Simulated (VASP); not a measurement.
Wanted: the native input for a VASP 6.6.1 run.

| Property | Result |
| --- | --- |
| Task | single point |
| Functional | r2SCAN |
| Potentials or basis | VASP PAW PBE potentials, release 64 (Sn_d) |
| Cutoff | 520 eV |
| k mesh | 4 × 4 × 4 |
| Occupations | gaussian, width 0.1 eV |
| Spin | no spin polarisation |
| Dipole correction | no |
| Further INCAR settings | ALGO = Normal; EDIFF = 1e-06; NBANDS = 66 |

The system is Sn.

```
CELL_PARAMETERS angstrom
6.59940 0.00000 0.00000
0.00000 6.59940 0.00000
0.00000 0.00000 6.59940
ATOMIC_POSITIONS crystal
Sn 0.50000 0.50000 0.50000
Sn 0.00000 0.00000 0.00000
Sn 0.25000 0.00000 0.50000
Sn 0.50000 0.25000 0.00000
Sn 0.50000 0.75000 0.00000
Sn 0.75000 0.00000 0.50000
Sn 0.00000 0.50000 0.75000
Sn 0.00000 0.50000 0.25000
```

One way to write it, as run:

POSCAR

```
Sn
1.0
    6.5994017204      0.0000000000      0.0000000000
    0.0000000000      6.5994017204      0.0000000000
    0.0000000000      0.0000000000      6.5994017204
Sn
8
Direct
    0.5000000000      0.5000000000      0.5000000000
    0.0000000000      0.0000000000      0.0000000000
    0.2500000000      0.0000000000      0.5000000000
    0.5000000000      0.2500000000      0.0000000000
    0.5000000000      0.7500000000      0.0000000000
    0.7500000000      0.0000000000      0.5000000000
    0.0000000000      0.5000000000      0.7500000000
    0.0000000000      0.5000000000      0.2500000000
```

INCAR.step1

```
  PREC = Accurate
  ENCUT = 520
  ISMEAR = 0
  SIGMA = 0.1
  LREAL = False
  LASPH = True
  NELM = 100
  NBANDS = 66
  GGA = PE
  ALGO = Normal
  EDIFF = 1E-4
  LWAVE = True
  LCHARG = False
```

INCAR.step2

```
  PREC = Accurate
  ENCUT = 520
  EDIFF = 1E-6
  ISMEAR = 0
  SIGMA = 0.1
  LREAL = False
  LASPH = True
  NELM = 100
  ALGO = Normal
  ISIF = 2
  LWAVE = False
  LCHARG = False
  METAGGA = R2SCAN
  LMIXTAU = True
  NBANDS = 66
  ISTART = 1
```

KPOINTS

```
regular mesh
0
Gamma
  4 4 4
```

Potentials or basis: VASP PAW PBE potentials, release 64 (Sn_d).

Run with:

```bash
$ cat potpaw_PBE.64/Sn_d/POTCAR > POTCAR
$ cp INCAR.step1 INCAR
$ mpirun -np 1 vasp_std > vasp.out
$ cp INCAR.step2 INCAR
$ mpirun -np 1 vasp_std > vasp.out
```

Results of the run:

```json
{
  "Pressure": "-6.7 GPa",
  "Band gap on the k mesh": "zero (band 56 reaches 5.33 eV, above the bottom of band 57 at 4.61 eV)"
}
```

Caveat: the PAW data sets were made with another functional, which shifts forces and pressure a little; spin-orbit coupling is left out, which moves the levels of the heavy elements.

Wall time 7 min on 1 thread of AMD EPYC 9R45 96-Core Processor (Zen 5), on a shared host, peak memory 0.39 GiB.
